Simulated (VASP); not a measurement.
# Si4BW (P4/mmm) in VASP: a series of runs, part 2 of 2

VASP 6.6.1. Earlier steps stand in the parts before.

### 3 Relaxation of cell and atoms, PBE

This run uses another cell than the first one, of 11.58 Å³/atom.

File INCAR:

```
SYSTEM = Si4BW
ALGO = Normal
EDIFF = 1E-7
EDIFFG = -0.04
ENCUT = 600
GGA = PE
IBRION = 2
ISIF = 3
ISMEAR = 0
LASPH = .TRUE.
LCHARG = .FALSE.
LREAL = .FALSE.
LWAVE = .FALSE.
NELM = 80
NSW = 90
PREC = Accurate
SIGMA = 0.1
```

File KPOINTS:

```
k-points
0
G
  6 6 4
  0 0 0
```

File POSCAR:

```
Si4BW
1.0
    3.4310171600      0.0000000000      0.0000000000
    0.0000000000      3.4310171600      0.0000000000
    0.0000000000      0.0000000000      5.9024089600
Si B W
4 1 1
Direct
    0.5000000000      0.5000000000      0.7816317100
    0.5000000000      0.5000000000      0.2183682900
    0.5000000000      0.0000000000      0.5000000000
    0.0000000000      0.5000000000      0.5000000000
    0.5000000000      0.5000000000      0.5000000000
    0.0000000000      0.0000000000      0.0000000000
```

Potentials or basis: VASP PAW PBE potentials, release 64 (Si, B, W_sv).

On the command line:

```bash
$ cat potpaw_PBE.64/Si/POTCAR potpaw_PBE.64/B/POTCAR potpaw_PBE.64/W_sv/POTCAR > POTCAR
$ mpirun -np 1 vasp_std > vasp.out
```

OUTCAR:

```text
SYSTEM = Si4BW
   EDIFF = 1E-7
   EDIFFG = -0.04
   ENCUT = 600
   GGA = PE
   IBRION = 2
   ISIF = 3
   ISMEAR = 0
   LASPH = .TRUE.
   LREAL = .FALSE.
   NELM = 80
   NSW = 90
   PREC = Accurate

 ion  position               nearest neighbor table
   1  0.500  0.500  0.782-   5 1.66   4 2.39   3 2.39   3 2.39   4 2.39   2 2.58   6 2.75   6 2.75
                             6 2.75   6 2.75
   2  0.500  0.500  0.218-   5 1.66   4 2.39   3 2.39   3 2.39   4 2.39   1 2.58   6 2.75   6 2.75
                             6 2.75   6 2.75
   3  0.500  0.000  0.500-   5 1.72   5 1.72   1 2.39   1 2.39   2 2.39   2 2.39   4 2.43   4 2.43
                             4 2.43   4 2.43
   4  0.000  0.500  0.500-   5 1.72   5 1.72   1 2.39   1 2.39   2 2.39   2 2.39   3 2.43   3 2.43
                             3 2.43   3 2.43
   5  0.500  0.500  0.500-   1 1.66   2 1.66   3 1.72   4 1.72   3 1.72   4 1.72
   6  0.000  0.000  0.000-   1 2.75   2 2.75   1 2.75   2 2.75   1 2.75   2 2.75   1 2.75   2 2.75

  LATTYP: Found a simple tetragonal cell.
 ALAT       =     3.4310171600
 C/A-ratio  =     1.7203087845

  Lattice vectors:

 A1 = (   3.4310171600,   0.0000000000,   0.0000000000)
 A2 = (   0.0000000000,   3.4310171600,   0.0000000000)
 A3 = (   0.0000000000,   0.0000000000,   5.9024089600)

Analysis of symmetry for initial positions (statically):
=====================================================================
 Subroutine PRICEL returns:
 Original cell was already a primitive cell.

 Routine SETGRP: Setting up the symmetry group for a
 simple tetragonal supercell.

 Subroutine GETGRP returns: Found 16 space group operations
 (whereof 16 operations were pure point group operations)
 out of a pool of 16 trial point group operations.

The static configuration has the point symmetry D_4h.

Analysis of symmetry for dynamics (positions and initial velocities):
=====================================================================
 Subroutine PRICEL returns:
 Original cell was already a primitive cell.

 Routine SETGRP: Setting up the symmetry group for a
 simple tetragonal supercell.

 Subroutine GETGRP returns: Found 16 space group operations
 (whereof 16 operations were pure point group operations)
 out of a pool of 16 trial point group operations.

The dynamic configuration has the point symmetry D_4h.

 Subroutine INISYM returns: Found 16 space group operations
 (whereof 16 operations are pure point group operations),
 and found     1 'primitive' translations

----------------------------------------------------------------------------------------

                                     Primitive cell

  volume of cell :      69.4824

  direct lattice vectors                    reciprocal lattice vectors
     3.431017160  0.000000000  0.000000000     0.291458758  0.000000000  0.000000000
     0.000000000  3.431017160  0.000000000     0.000000000  0.291458758  0.000000000
     0.000000000  0.000000000  5.902408960     0.000000000  0.000000000  0.169422351

  length of vectors
     3.431017160  3.431017160  5.902408960     0.291458758  0.291458758  0.169422351

  position of ions in fractional coordinates (direct lattice)
     0.500000000  0.500000000  0.781631710
     0.500000000  0.500000000  0.218368290
     0.500000000  0.000000000  0.500000000
     0.000000000  0.500000000  0.500000000
     0.500000000  0.500000000  0.500000000
     0.000000000  0.000000000  0.000000000

  ion indices of the primitive-cell ions
   primitive index   ion index
                 1           1
                 2           2
                 3           3
                 4           4
                 5           5
                 6           6

----------------------------------------------------------------------------------------

 KPOINTS: k-points

Automatic generation of k-mesh.
 Grid dimensions read from file:
 generate k-points for:    6    6    4

 Generating k-lattice:

  Cartesian coordinates                     Fractional coordinates (reciprocal lattice)
     0.048576460  0.000000000  0.000000000     0.166666667  0.000000000  0.000000000
     0.000000000  0.048576460  0.000000000     0.000000000  0.166666667  0.000000000
     0.000000000  0.000000000  0.042355588     0.000000000  0.000000000  0.250000000

  Length of vectors
     0.048576460  0.048576460  0.042355588

  Shift w.r.t. Gamma in fractional coordinates (k-lattice)
     0.000000000  0.000000000  0.000000000

 Subroutine IBZKPT returns following result:
 ===========================================

 Found     30 irreducible k-points:

 Following reciprocal coordinates:
            Coordinates               Weight
  0.000000  0.000000  0.000000      1.000000
  0.166667  0.000000  0.000000      4.000000
  0.333333  0.000000  0.000000      4.000000
  0.500000  0.000000  0.000000      2.000000
  0.166667  0.166667  0.000000      4.000000
  0.333333  0.166667  0.000000      8.000000
[... 16 lines left out ...]
  0.333333  0.000000  0.500000      4.000000
  0.500000  0.000000  0.500000      2.000000
 [... further k-points ...]
   k-points           NKPTS =     30   k-points in BZ     NKDIM =     30   number of bands    NBANDS=     20
   number of dos      NEDOS =    301   number of ions     NIONS =      6
   total plane-waves  NPLWV =  37632
   dimension x,y,z NGX =    28 NGY =   28 NGZ =   48
   dimension x,y,z NGXF=    56 NGYF=   56 NGZF=   96
   ions per type =               4   1   1
   NGX,Y,Z   is equivalent  to a cutoff of  13.57, 13.57, 13.52 a.u.
   NGXF,Y,Z  is equivalent  to a cutoff of  27.13, 27.13, 27.04 a.u.
 SYSTEM =  Si4BW
   PREC   = accura    normal or accurate (medium, high low for compatibility)
   ISTART =      0    job   : 0-new  1-cont  2-samecut
   ICHARG =      2    charge: 1-file 2-atom 10-const
   ISPIN  =      1    spin polarized calculation?
   LNONCOLLINEAR =      F non collinear calculations
   LSORBIT =      F    spin-orbit coupling
   LASPH  =      T    aspherical Exc in radial PAW
   ENCUT  =  600.0 eV  44.10 Ry    6.64 a.u.   6.85  6.85 11.79*2*pi/ulx,y,z
   NELM   =     80;   NELMIN=  2; NELMDL= -5     # of ELM steps
   EDIFF  = 0.1E-06   stopping-criterion for ELM
   LREAL  =      F    real-space projection
   EDIFFG = -.4E-01   stopping-criterion for IOM
   NSW    =     90    number of steps for IOM
   IBRION =      2    ionic relax: 0-MD 1-quasi-New 2-CG
   NFREE  =      1    steps in history (QN), initial steepest desc. (CG)
   ISIF   =      3    stress and relaxation
   ISYM   =      2    0-nonsym 1-usesym 2-fastsym
   POTIM  = 0.5000    time-step for ionic-motion
   TEBEG  =    0.0;   TEEND  =   0.0 temperature during run
   PSTRESS=    0.0 pullay stress
   NELECT =      33.0000    total number of electrons
   NUPDOWN=      -1.0000    fix difference up-down
   EMIN   =  10.00;   EMAX   =-10.00  energy-range for DOS
   EFERMI =   0.00;   METHOD = LEGACY
   ISMEAR =     0;   SIGMA  =   0.10  broadening in eV -4-tet -1-fermi 0-gaus
   EFERMI_NEDOS =   21; number of points for ismear=-14 and -15
   IALGO  =     38    algorithm
   IMIX   =      4    mixing-type and parameters
     AMIX     =   0.40;   BMIX     =  1.00
     AMIX_MAG =   1.60;   BMIX_MAG =  1.00
  volume/ion in A,a.u.               =      11.58        78.15
  Fermi-wavevector in a.u.,A,eV,Ry     =   1.277285  2.413719 22.197317  1.631457
  Thomas-Fermi vector in A             =   2.409893
   LORBIT       =      0    0 simple, 1 ext, 2 COOP (PROOUT), +10 PAW based schemes
   GGA     = PE    functional components
   LHFCALC =     F    Hartree Fock is set to
   AEXX    =    0.0000 exact exchange contribution
   IVDW    =     0    specifies the selected vdW correction
   LEPSILON=     F    determine dielectric tensor
   LRPA    =     F    only Hartree local field effects (RPA)
 conjugate gradient relaxation of ions
 non-spin polarized calculation
 Gauss-broadening in eV      SIGMA  =   0.10
  energy-cutoff  :      600.00
  volume of cell :       69.48
 maximum number of plane-waves:      2376
 NGX is ok and might be reduce to    28
   NGX = 13   NGY = 13   NGZ = 23

--------------------------------------- Ionic step        1  -------------------------------------------

 number of electron      33.0000005 magnetization

 Free energy of the ion-electron system (eV)
  ---------------------------------------------------
  ext. energy  EPLUGINS =         0.00000000
  ---------------------------------------------------
  free energy    TOTEN  =       -28.94638715 eV

  energy without entropy =      -28.93258425  energy(sigma->0) =      -28.93948570

 E-fermi :  12.1619     XC(G=0): -12.2493

 val. band max:       12.1528292530   @ k =   0.0000   0.0000   0.2500
 cond. band min:      12.1686635167   @ k =   0.0000   0.0000   0.5000
 fundamental gap:      0.0158342636
 Fermi energy:        12.1618703173
[... 1226 lines left out ...]
  FREE ENERGIE OF THE ION-ELECTRON SYSTEM (eV)
  ---------------------------------------------------
  free  energy   TOTEN  =       -34.1882544902 eV

  energy  without entropy=      -34.1759272130  energy(sigma->0) =      -34.18209085

[... ionic steps 4 to 7 ...]

--------------------------------------- Ionic step        8  -------------------------------------------

 number of electron      33.0000002 magnetization

------------------------ aborting loop because EDIFF is reached ----------------------------------------
[... 75 lines left out ...]
--------------------------------------- Ionic step       10  -------------------------------------------

 number of electron      33.0000002 magnetization

 Free energy of the ion-electron system (eV)
  ---------------------------------------------------
  ext. energy  EPLUGINS =         0.00000000
  ---------------------------------------------------
  free energy    TOTEN  =       -34.29039650 eV

  energy without entropy =      -34.27379581  energy(sigma->0) =      -34.28209616

 E-fermi :   8.3321     XC(G=0): -10.9967

 val. band max:        8.3123986017   @ k =   0.1667   0.0000   0.5000
 cond. band min:       8.3399926478   @ k =   0.5000   0.5000   0.0000
 fundamental gap:      0.0275940460
 Fermi energy:         8.3321144041
[... 585 lines left out ...]
  FREE ENERGIE OF THE ION-ELECTRON SYSTEM (eV)
  ---------------------------------------------------
  free  energy   TOTEN  =       -34.2903965025 eV

  energy  without entropy=      -34.2737958101  energy(sigma->0) =      -34.28209616

 reached required accuracy - stopping structural energy minimisation
```

OSZICAR:

```text
N       E                     dE             d eps       ncg     rms          rms(c)
DAV:   1     0.227009675664E+03    0.22701E+03   -0.16823E+04  1200   0.174E+03
DAV:   2    -0.228144987161E+02   -0.24982E+03   -0.24181E+03  1300   0.405E+02
DAV:   3    -0.398314422580E+02   -0.17017E+02   -0.15841E+02  1672   0.800E+01
[... 153 lines left out ...]
DAV:   5    -0.342903983557E+02    0.10004E-04   -0.63032E-05  1428   0.475E-02    0.159E-02
DAV:   6    -0.342903970438E+02    0.13119E-05   -0.63828E-06  1476   0.151E-02    0.631E-03
DAV:   7    -0.342903966228E+02    0.42099E-06   -0.91558E-07  1552   0.559E-03    0.276E-03
DAV:   8    -0.342903964933E+02    0.12958E-06   -0.95993E-08   660   0.250E-03    0.538E-04
DAV:   9    -0.342903965025E+02   -0.92650E-08   -0.33304E-08   624   0.109E-03
  10 F= -.34290397E+02 E0= -.34282096E+02  d E =-.154492E-02
```

Run time: 8 min. Hardware: 1 thread of Intel Xeon Platinum 8375C at 2.90GHz (Ice Lake), shared host; peak memory 0.23 GiB.

What came out:

```yaml
Free_energy: -34.2904 eV
Relaxed_volume: 15.44 Å³/atom
Relaxed_cell: a = 3.769 Å, b = 3.769 Å, c = 6.522 Å, α = 90.00°, β = 90.00°, γ = 90.00°
Space_group_after_relaxing_to_0.1_Å: P4/mmm (No. 123)
Energy_gained_by_relaxing: 890.7 meV/atom
Ionic_steps: 10
Pressure_after_relaxing: 0.0 GPa
Largest_force_after_relaxing: 0.037 eV/Å
Band_gap_on_the_k_mesh: zero (an odd number of electrons rules out a gap without spin polarisation)
```

Forces in eV/Å, atoms in the order of the input:
```
Si   0.000  0.000  0.037
Si   0.000  0.000 -0.037
Si   0.000  0.000  0.000
Si   0.000  0.000  0.000
B    0.000  0.000  0.000
W    0.000  0.000  0.000
```

Stress tensor (GPa, compression positive):
```
 0.14  0.00  0.00
 0.00  0.14  0.00
 0.00  0.00 -0.23
```

The path:
```tsv
step	energy change (eV)	largest force (eV/Å)	pressure (GPa)	volume (Å³)
1	0.0000	10.3504	60.95	69.48
2	-2.1905	6.2040	-9.80	123.67
3	-5.2419	1.3793	1.14	92.50
4	-5.2558	1.2094	2.10	91.60
5	-5.2615	1.0309	3.16	90.67
6	-5.3262	0.0767	-1.95	94.54
7	-5.3293	0.2233	-1.12	93.80
8	-5.3414	0.0166	-0.16	92.86
9	-5.3425	0.0704	0.22	92.50
10	-5.3440	0.0374	0.02	92.63
```

Final structure:
```
Si B W
1.0
     3.76866    0.00000    0.00000
     0.00000    3.76866    0.00000
     0.00000    0.00000    6.52227
Si B W
4 1 1
Cartesian
  1.8843 1.8843 5.3542
  1.8843 1.8843 1.1681
  1.8843 0.0000 3.2611
  0.0000 1.8843 3.2611
  1.8843 1.8843 3.2611
  0.0000 0.0000 0.0000
```

Caveat: the volume moved by over 15 % at a fixed basis, so the end points are rough; spin-orbit coupling is left out, which moves the levels of the heavy elements.

### 4 Relaxation of cell and atoms, PBE

This run uses another cell than the first one, of 15.42 Å³/atom.

File INCAR:

```
SYSTEM = Si4BW
PREC = Accurate ; ENCUT = 600
EDIFF = 1E-6 ; ISMEAR = 0
SIGMA = 0.1 ; LREAL = .False.
LASPH = .True. ; NELM = 100
ALGO = Normal ; ISIF = 3
LWAVE = .False. ; LCHARG = .False.
GGA = PE ; IBRION = 2
NSW = 100 ; EDIFFG = -0.01
```

File KPOINTS:

```
regular mesh
0
Gamma
  10 10 6
  0 0 0
```

File POSCAR:

```
Si4BW
1.0
    3.7748850626      0.0000000000      0.0000000000
    0.0000000000      3.7748850626      0.0000000000
    0.0000000000      0.0000000000      6.4948407449
Si B W
4 1 1
Direct
    0.5000000000      0.5000000000      0.8212223081
    0.5000000000      0.5000000000      0.1787776919
    0.5000000000      0.0000000000      0.5000000000
    0.0000000000      0.5000000000      0.5000000000
    0.5000000000      0.5000000000      0.5000000000
    0.0000000000      0.0000000000      0.0000000000
```

Potentials or basis: VASP PAW PBE potentials, release 64 (Si, B, W_sv).

On the command line:

```bash
$ cat potpaw_PBE.64/Si/POTCAR potpaw_PBE.64/B/POTCAR potpaw_PBE.64/W_sv/POTCAR > POTCAR
$ mpirun -np 1 vasp_std > vasp.out
```

OUTCAR:

```text
SYSTEM = Si4BW
   PREC = Accurate
   ENCUT = 600
   EDIFF = 1E-6
   ISMEAR = 0
   LREAL = .False.
   LASPH = .True.
   NELM = 100
   ISIF = 3
   GGA = PE
   IBRION = 2
   NSW = 100
   EDIFFG = -0.01

 ion  position               nearest neighbor table
   1  0.500  0.500  0.821-   5 2.09   2 2.32   4 2.81   3 2.81   3 2.81   4 2.81   6 2.91   6 2.91
                             6 2.91   6 2.91
   2  0.500  0.500  0.179-   5 2.09   1 2.32   4 2.81   3 2.81   3 2.81   4 2.81   6 2.91   6 2.91
                             6 2.91   6 2.91
   3  0.500  0.000  0.500-   5 1.89   5 1.89   4 2.67   4 2.67   4 2.67   4 2.67   1 2.81   2 2.81
                             1 2.81   2 2.81
   4  0.000  0.500  0.500-   5 1.89   5 1.89   3 2.67   3 2.67   3 2.67   3 2.67   2 2.81   2 2.81
                             1 2.81   1 2.81
   5  0.500  0.500  0.500-   3 1.89   4 1.89   3 1.89   4 1.89   1 2.09   2 2.09
[... 438 lines left out ...]
  ---------------------------------------------------
  ext. energy  EPLUGINS =         0.00000000
  ---------------------------------------------------
  free energy    TOTEN  =       -34.27735945 eV

  energy without entropy =      -34.25601184  energy(sigma->0) =      -34.26668564

 E-fermi :   8.4243     XC(G=0): -11.0187

 val. band max:        8.4148612668   @ k =   0.2000   0.0000   0.5000
 cond. band min:       8.4278009805   @ k =   0.3000   0.0000   0.3333
 fundamental gap:      0.0129397137
 Fermi energy:         8.4242933022

 k-point     1 :       0.0000    0.0000    0.0000
  band No.  band energies     occupation
      1     -66.2773      2.00000
      2     -30.4811      2.00000
      3     -30.4811      2.00000
      4     -30.1660      2.00000
      5      -6.3611      2.00000
      6      -1.7806      2.00000
[... 541 lines left out ...]
     19       9.8495      0.00000
     20      10.0849      0.00000

 [... further k-points ...]
[... 5 lines left out ...]
  --------------------------------------------------------------------------------------
  -------------------------------------------------------------------------------------
  Total       -0.0037323     -0.0037323     -0.0105459      0.0000000     -0.0000000     -0.0000000
  in kB       -0.0648872     -0.0648872     -0.1833440      0.0000000     -0.0000000     -0.0000000
  external PRESSURE =      -0.1043728 kB  Pullay stress =       0.0000000 kB
[... 21 lines left out ...]
  FREE ENERGIE OF THE ION-ELECTRON SYSTEM (eV)
  ---------------------------------------------------
  free  energy   TOTEN  =       -34.2773594456 eV

  energy  without entropy=      -34.2560118412  energy(sigma->0) =      -34.26668564

 reached required accuracy - stopping structural energy minimisation
```

CONTCAR:

```text
Si4BW
   1.00000000000000
     3.7396794202933843    0.0000000000000000   -0.0000000000000000
     0.0000000000000000    3.7396794202933843   -0.0000000000000000
     0.0000000000000000   -0.0000000000000000    6.5895678146778645
  Si              B               W
     4     1     1
Direct
     0.5000000000000000    0.5000000000000000    0.8221437249477642
     0.5000000000000000    0.5000000000000000    0.1778562750522359
     0.5000000000000000    0.0000000000000000    0.5000000000000000
     0.0000000000000000    0.5000000000000000    0.5000000000000000
     0.5000000000000000    0.5000000000000000    0.5000000000000000
     0.0000000000000000    0.0000000000000000    0.0000000000000000

  0.00000000E+00  0.00000000E+00  0.00000000E+00
  0.00000000E+00  0.00000000E+00  0.00000000E+00
  0.00000000E+00  0.00000000E+00  0.00000000E+00
  0.00000000E+00  0.00000000E+00  0.00000000E+00
  0.00000000E+00  0.00000000E+00  0.00000000E+00
  0.00000000E+00  0.00000000E+00  0.00000000E+00
```

Wall time 11 min (1 thread of Intel Xeon Platinum 8375C at 2.90GHz (Ice Lake), shared host); peak memory 0.36 GiB.

What came out:

```
Free energy                           : -34.2774 eV
Relaxed volume                        : 15.36 Å³/atom
Relaxed cell                          : a = 3.740 Å, b = 3.740 Å, c = 6.590 Å, α = 90.00°, β = 90.00°, γ = 90.00°
Space group after relaxing (to 0.1 Å) : P4/mmm (No. 123)
Energy gained by relaxing             : 2.4 meV/atom
Ionic steps                           : 7
Pressure after relaxing               : 0.0 GPa
Band gap on the k mesh                : zero (an odd number of electrons rules out a gap without spin polarisation)
```

The path:
```
step  energy change (eV)  largest force (eV/Å)  pressure (GPa)  volume (Å³)
   1              0.0000                0.0588           -0.65        92.55
   2             -0.0114                0.0224            0.42        91.71
   3             -0.0119                0.0149            0.73        91.47
   4             -0.0143                0.0183           -0.06        92.20
   5             -0.0143                0.0183            0.01        92.13
   6             -0.0143                0.0181            0.00        92.15
   7             -0.0144                0.0015           -0.01        92.16
```

Final structure:
```xyz
6
Lattice="3.7397 0.0000 0.0000 0.0000 3.7397 0.0000 0.0000 0.0000 6.5896" Properties=species:S:1:pos:R:3 pbc="T T T"
Si    1.8698    1.8698    5.4176
Si    1.8698    1.8698    1.1720
Si    1.8698    0.0000    3.2948
Si    0.0000    1.8698    3.2948
B     1.8698    1.8698    3.2948
W     0.0000    0.0000    0.0000
```

Caveat: spin-orbit coupling is left out, which moves the levels of the heavy elements.

### 5 Overview

```csv
task,cell,k mesh,cutoff (eV),gap on the mesh (eV),pressure (GPa),relaxed volume (Å³/atom)
single point,"a = 3.740, b = 3.740, c = 6.589 Å, 6 atoms, atomic positions A",10 × 10 × 6,520,none,-0.1,-
relaxation of cell and atoms,"relaxed from a = 3.431, b = 3.431, c = 5.902 Å, 6 atoms, atomic positions B",6 × 6 × 4,600,none,0.0,15.44
relaxation of cell and atoms,"relaxed from a = 3.775, b = 3.775, c = 6.495 Å, 6 atoms, atomic positions A",10 × 10 × 6,600,none,0.0,15.36
```

Alike in all rows: level PBE; potentials or basis VASP PAW PBE potentials, release 64 (Si, B, W_sv); no spin polarisation; smearing gaussian 0.1 eV.

Caveats: spin-orbit coupling is left out, which moves the levels of the heavy elements; the volume moved by over 15 % at a fixed basis, so the end points are rough (at least some runs).

Total energies depend on the potentials used, so only differences within one code and one set of settings carry meaning.
